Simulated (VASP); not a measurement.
# NaTl15Cl16 (a cell with a defect) in VASP: single point with PBE

Aim: the single point of NaTl15Cl16 (a cell with a defect) with PBE.

Everything below comes from runs of VASP 6.6.1. Logs are shortened: lines on timing, memory, paths and dates and some standing lists are left out, and cuts for length are marked.

## Step 1: The cell of the first run

The cell holds a defect, 32 atoms: a = 10.844 Å, b = 10.844 Å, c = 10.844 Å, α = 60.00°, β = 60.00°, γ = 60.00°.

## Step 2: Single point, PBE

The input, INCAR:

```
SYSTEM = NaTl15Cl16
ALGO = Normal ; EDIFF = 1E-7
ENCUT = 520 ; GGA = PE
ISIF = 2 ; ISMEAR = -1
LASPH = .True. ; LCHARG = .True.
LELF = .True. ; LREAL = Auto
LVHAR = .True. ; LWAVE = .False.
NBANDS = 179 ; NELM = 80
PREC = Accurate ; SIGMA = 0.01
```

The input, KPOINTS:

```
k-points
0
Gamma
  2 2 2
  0 0 0
```

The input, POSCAR:

```
NaTl15Cl16
1.0
    0.0000000000      7.6680000000      7.6680000000
    7.6680000000      0.0000000000      7.6680000000
    7.6680000000      7.6680000000      0.0000000000
Na Tl Cl
1 15 16
Direct
    0.0000000000      0.0000000000      0.0000000000
    0.5000000000      0.0000000000      0.0000000000
    0.0000000000      0.5000000000      0.0000000000
    0.0000000000      0.0000000000      0.5000000000
    0.2500000000      0.2500000000      0.2500000000
    0.5000000000      0.5000000000      0.0000000000
    0.5000000000      0.0000000000      0.5000000000
    0.7518007904      0.2481992096      0.2481992096
    0.0000000000      0.5000000000      0.5000000000
    0.2481992096      0.7518007904      0.2481992096
    0.2481992096      0.2481992096      0.7518007904
    0.5000000000      0.5000000000      0.5000000000
    0.7518007904      0.7518007904      0.2481992096
    0.7518007904      0.2481992096      0.7518007904
    0.2481992096      0.7518007904      0.7518007904
    0.7500000000      0.7500000000      0.7500000000
    0.1203978970      0.1203978970      0.1203978970
    0.6388063090      0.1203978970      0.1203978970
    0.1203978970      0.6388063090      0.1203978970
    0.1203978970      0.1203978970      0.6388063090
    0.3733977620      0.3733977620      0.3733977620
    0.6266022380      0.6266022380      0.1201932860
    0.6266022380      0.1201932860      0.6266022380
    0.8798067140      0.3733977620      0.3733977620
    0.1201932860      0.6266022380      0.6266022380
    0.3733977620      0.8798067140      0.3733977620
    0.3733977620      0.3733977620      0.8798067140
    0.6266022380      0.6266022380      0.6266022380
    0.8796021030      0.8796021030      0.3611936910
    0.8796021030      0.3611936910      0.8796021030
    0.3611936910      0.8796021030      0.8796021030
    0.8796021030      0.8796021030      0.8796021030
```

Potentials or basis: VASP PAW PBE potentials, release 64 (Na_pv, Tl_d, Cl).

Run with:

```sh
cat potpaw_PBE.64/Na_pv/POTCAR potpaw_PBE.64/Tl_d/POTCAR potpaw_PBE.64/Cl/POTCAR > POTCAR
mpirun -np 1 vasp_std > vasp.out
```

OUTCAR:

```text
SYSTEM = NaTl15Cl16
   EDIFF = 1E-7
   ENCUT = 520
   GGA = PE
   ISIF = 2
   ISMEAR = -1
   LASPH = .True.
   LREAL = Auto
   NELM = 80
   PREC = Accurate

 ion  position               nearest neighbor table
   1  0.000  0.000  0.000-
   2  0.500  0.000  0.000-  22 3.31  23 3.31  26 3.31  27 3.31  18 3.36  31 3.36  17 3.36  32 3.36
                             5 3.83  16 3.83  11 3.83  13 3.83  14 3.83  10 3.83
   3  0.000  0.500  0.000-  22 3.31  24 3.31  25 3.31  27 3.31  19 3.36  30 3.36  17 3.36  32 3.36
                             5 3.83  16 3.83  11 3.83  13 3.83  15 3.83   8 3.83
   4  0.000  0.000  0.500-  23 3.31  24 3.31  25 3.31  26 3.31  20 3.36  29 3.36  17 3.36  32 3.36
                             5 3.83  16 3.83  10 3.83  14 3.83  15 3.83   8 3.83
   5  0.250  0.250  0.250-  24 3.28  26 3.28  27 3.28  21 3.28   7 3.83   9 3.83   2 3.83   3 3.83
                             4 3.83   6 3.83
   6  0.500  0.500  0.000-  22 3.31  27 3.31  21 3.31  28 3.31  18 3.36  19 3.36  30 3.36  31 3.36
                             5 3.83  16 3.83  10 3.83  14 3.83  15 3.83   8 3.83
   7  0.500  0.000  0.500-  23 3.31  26 3.31  21 3.31  28 3.31  20 3.36  29 3.36  18 3.36  31 3.36
                             5 3.83  16 3.83  11 3.83  13 3.83  15 3.83   8 3.83
   8  0.752  0.248  0.248-  29 3.26  30 3.26  17 3.26  18 3.26  23 3.35  21 3.35  22 3.35  24 3.35
                             3 3.83   4 3.83   6 3.83   7 3.83  12 3.86
   9  0.000  0.500  0.500-  24 3.31  25 3.31  21 3.31  28 3.31  20 3.36  29 3.36  19 3.36  30 3.36
                             5 3.83  16 3.83  11 3.83  13 3.83  14 3.83  10 3.83
  10  0.248  0.752  0.248-  29 3.26  31 3.26  17 3.26  19 3.26  25 3.35  21 3.35  22 3.35  26 3.35
[... 33 lines left out ...]
  29  0.880  0.880  0.361-   8 3.26  10 3.26  13 3.26   4 3.36   7 3.36   9 3.36
  30  0.880  0.361  0.880-   8 3.26  11 3.26  14 3.26   3 3.36   6 3.36   9 3.36
  31  0.361  0.880  0.880-  10 3.26  11 3.26  15 3.26   2 3.36   6 3.36   7 3.36
  32  0.880  0.880  0.880-  13 3.26  14 3.26  15 3.26   2 3.36   3 3.36   4 3.36

  LATTYP: Found a face centered cubic cell.
 ALAT       =    15.3360000000

  Lattice vectors:

 A1 = (   0.0000000000,   7.6680000000,   7.6680000000)
 A2 = (   7.6680000000,   0.0000000000,   7.6680000000)
 A3 = (   7.6680000000,   7.6680000000,   0.0000000000)

Analysis of symmetry for initial positions (statically):
=====================================================================
 Subroutine PRICEL returns:
 Original cell was already a primitive cell.

 Routine SETGRP: Setting up the symmetry group for a
 face centered cubic supercell.

 Subroutine GETGRP returns: Found 48 space group operations
 (whereof 48 operations were pure point group operations)
 out of a pool of 48 trial point group operations.

[... 161 lines left out ...]
   TEBEG  =    0.0;   TEEND  =   0.0 temperature during run
   PSTRESS=    0.0 pullay stress
   NELECT =     314.0000    total number of electrons
   NUPDOWN=      -1.0000    fix difference up-down
   EMIN   =  10.00;   EMAX   =-10.00  energy-range for DOS
   EFERMI =   0.00;   METHOD = LEGACY
   ISMEAR =    -1;   SIGMA  =   0.01  broadening in eV -4-tet -1-fermi 0-gaus
   EFERMI_NEDOS =   21; number of points for ismear=-14 and -15
   IALGO  =     38    algorithm
   IMIX   =      4    mixing-type and parameters
     AMIX     =   0.40;   BMIX     =  1.00
     AMIX_MAG =   1.60;   BMIX_MAG =  1.00
  volume/ion in A,a.u.               =      28.18       190.16
  Fermi-wavevector in a.u.,A,eV,Ry     =   1.151753  2.176497 18.048598  1.326535
  Thomas-Fermi vector in A             =   2.288408
   LORBIT       =      0    0 simple, 1 ext, 2 COOP (PROOUT), +10 PAW based schemes
   GGA     = PE    functional components
   LHFCALC =     F    Hartree Fock is set to
   AEXX    =    0.0000 exact exchange contribution
   IVDW    =     0    specifies the selected vdW correction
   LEPSILON=     F    determine dielectric tensor
   LRPA    =     F    only Hartree local field effects (RPA)
 non-spin polarized calculation
  energy-cutoff  :      520.00
  volume of cell :      901.73
 maximum number of plane-waves:     24356
 NGX is ok and might be reduce to    84
   NGX = 41   NGY = 41   NGZ = 41

 number of electron     313.9999977 magnetization

 Free energy of the ion-electron system (eV)
  ---------------------------------------------------
  ext. energy  EPLUGINS =         0.00000000
  ---------------------------------------------------
  free energy    TOTEN  =       -96.43879860 eV

  energy without entropy =      -96.43879860  energy(sigma->0) =      -96.43879860

 E-fermi :   2.7788     XC(G=0):  -9.0272

 val. band max:        2.5349075158   @ k =   0.0000   0.0000   0.0000
 cond. band min:       4.6849069475   @ k =   0.0000   0.0000   0.0000
 fundamental gap:      2.1499994317
 Fermi energy:         2.7787867387

 k-point     1 :       0.0000    0.0000    0.0000
  band No.  band energies     occupation
      1     -20.4615      2.00000
      2     -20.4615      2.00000
      3     -20.4615      2.00000
      4     -11.2331      2.00000
      5     -10.9981      2.00000
      6     -10.9981      2.00000
[... 505 lines left out ...]
    168       6.2950      0.00000
    169       6.2950      0.00000
 [bands above 169 left out]

------------------------ aborting loop because EDIFF is reached ----------------------------------------

  FORCE on cell =-STRESS in cart. coord.  units (eV):
  Direction    XX          YY          ZZ          XY          YZ          ZX
  --------------------------------------------------------------------------------------
  -------------------------------------------------------------------------------------
  Total        4.8472112      4.8472112      4.8472112     -0.0000000      0.0000000      0.0000000
  in kB        8.6124402      8.6124402      8.6124402     -0.0000000      0.0000000      0.0000000
  external PRESSURE =       8.6124402 kB  Pullay stress =       0.0000000 kB

 VOLUME and BASIS-vectors are now :
 -----------------------------------------------------------------------------
  energy-cutoff  :      520.00
  volume of cell :      901.73
      direct lattice vectors                 reciprocal lattice vectors
     0.000000000  7.668000000  7.668000000    -0.065206051  0.065206051  0.065206051
     7.668000000  0.000000000  7.668000000     0.065206051 -0.065206051  0.065206051
     7.668000000  7.668000000  0.000000000     0.065206051  0.065206051 -0.065206051

 POSITION                                       TOTAL-FORCE (eV/Angst)
 -----------------------------------------------------------------------------------
      0.00000      0.00000      0.00000         0.000000      0.000000     -0.000000
      0.00000      3.83400      3.83400        -0.000000      0.000000     -0.000000
      3.83400      0.00000      3.83400        -0.000000      0.000000     -0.000000
      3.83400      3.83400      0.00000        -0.000000      0.000000     -0.000000
      3.83400      3.83400      3.83400        -0.000000      0.000000     -0.000000
      3.83400      3.83400      7.66800         0.000000      0.000000     -0.000000
[... 24 lines left out ...]
     13.48958      9.51442      9.51442         0.000012     -0.000012     -0.000012
     13.48958     13.48958     13.48958         0.000012      0.000012      0.000012
 -----------------------------------------------------------------------------------
    total drift:                                0.000000      0.000000      0.000000

  FREE ENERGIE OF THE ION-ELECTRON SYSTEM (eV)
  ---------------------------------------------------
  free  energy   TOTEN  =       -96.4387986010 eV

  energy  without entropy=      -96.4387986010  energy(sigma->0) =      -96.43879860
```

OSZICAR:

```text
N       E                     dE             d eps       ncg     rms          rms(c)
DAV:   1     0.222948636130E+04    0.22295E+04   -0.15549E+05  1098   0.161E+03
DAV:   2     0.116621098483E+03   -0.21129E+04   -0.20461E+04  1194   0.353E+02
DAV:   3    -0.944147489811E+02   -0.21104E+03   -0.20770E+03  1206   0.912E+01
DAV:   4    -0.102756398983E+03   -0.83417E+01   -0.82794E+01  1212   0.191E+01
[... 11 lines left out ...]
DAV:  16    -0.964387984682E+02    0.49251E-05   -0.11475E-05  1228   0.774E-03    0.460E-03
DAV:  17    -0.964387981065E+02    0.36171E-06   -0.22957E-06  1172   0.274E-03    0.356E-03
DAV:  18    -0.964387982481E+02   -0.14160E-06   -0.73721E-08   660   0.778E-04    0.277E-03
DAV:  19    -0.964387985780E+02   -0.32991E-06   -0.24287E-07   828   0.100E-03    0.825E-04
DAV:  20    -0.964387986010E+02   -0.22963E-07   -0.41803E-08   644   0.451E-04
   1 F= -.96438799E+02 E0= -.96438799E+02  d E =-.325131E-11
```

stdout:

```text
POSCAR found type information on POSCAR NaTlCl
 POSCAR found :  3 types and      32 ions
 scaLAPACK will be used
 LDA part: xc-table for (Slater+PW92), standard interpolation
 POSCAR, INCAR and KPOINTS ok, starting setup
 FFT: planning ... GRIDC
 FFT: planning ... GRID_SOFT
 FFT: planning ... GRID
 WAVECAR not read
 entering main loop
```

It took 28 min on 1 thread of AMD EPYC 7R13 (Zen 3), shared host; peak memory 1.2 GiB.

What came out:

```
Free energy            : -96.4388 eV
Pressure               : 0.9 GPa
Largest force          : 0.021 eV/Å
Band gap on the k mesh : 2.15 eV
```

Forces on the atoms (eV/Å):
```
Na   0.000  0.000  0.000
Tl   0.000  0.000  0.000
Tl   0.000  0.000  0.000
Tl   0.000  0.000  0.000
Tl   0.000  0.000  0.000
Tl   0.000  0.000  0.000
Tl   0.000  0.000  0.000
Tl  -0.021  0.000  0.000
Tl   0.000  0.000  0.000
Tl   0.000 -0.021  0.000
Tl   0.000  0.000 -0.021
Tl   0.000  0.000  0.000
Tl   0.000  0.000  0.021
Tl   0.000  0.021  0.000
Tl   0.021  0.000  0.000
Tl   0.000  0.000  0.000
Cl   0.000  0.000  0.000
Cl   0.000  0.000  0.000
Cl   0.000  0.000  0.000
Cl   0.000  0.000  0.000
Cl  -0.001 -0.001 -0.001
Cl  -0.001 -0.001  0.001
Cl  -0.001  0.001 -0.001
Cl  -0.001  0.001  0.001
Cl   0.001 -0.001 -0.001
Cl   0.001 -0.001  0.001
Cl   0.001  0.001 -0.001
Cl   0.001  0.001  0.001
Cl   0.000  0.000  0.000
Cl   0.000  0.000  0.000
Cl   0.000  0.000  0.000
Cl   0.000  0.000  0.000
```

Caveat: spin-orbit coupling is left out, which moves the levels of the heavy elements.
